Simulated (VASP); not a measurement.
A run of VASP 6.6.1 is set up as follows.

INCAR

```
PREC     = Accurate       # precision mode
ENCUT    = 600            # plane-wave cutoff, eV
EDIFF    = 1E-6           # SCF threshold, eV
ISMEAR   = -1             # smearing method
SIGMA    = 0.05           # smearing width, eV
LREAL    = F              # projectors in reciprocal space
LASPH    = T              # aspherical terms in the spheres
NELM     = 80             # most SCF steps
ALGO     = Fast           # electronic algorithm
ISIF     = 3              # what is computed and relaxed
LWAVE    = F              # write WAVECAR
LCHARG   = F              # write CHGCAR
GGA      = RE             # functional
IBRION   = 2              # ionic algorithm
NSW      = 60             # ionic steps
EDIFFG   = -0.01          # ionic threshold
```

The input KPOINTS:

```
Automatic mesh
0
Gamma
  12 12 12
```

POSCAR

```
Zn
1.0
    0.0000000000      1.9647760000      1.9647760000
    1.9647760000      0.0000000000      1.9647760000
    1.9647760000      1.9647760000      0.0000000000
Zn
1
Direct
    0.0000000000      0.0000000000      0.0000000000
```

Potentials or basis: VASP PAW PBE potentials, release 64 (Zn).

Command:

```sh
$ cat potpaw_PBE.64/Zn/POTCAR > POTCAR
$ mpirun -np 1 vasp_std > vasp.out
```

(1) Predict the relaxed volume.

(2) What does it give for the space group after relaxing (to 0.05 Å)?

(3) What does it give for the band gap on the k mesh?

Results:

(1) 15.67 Å³/atom.

(2) Fm-3m (No. 225).

(3) zero (band 6 reaches 5.20 eV, above the bottom of band 7 at 1.56 eV).

Caveat: the PAW data sets were made with another functional, which shifts forces and pressure a little.
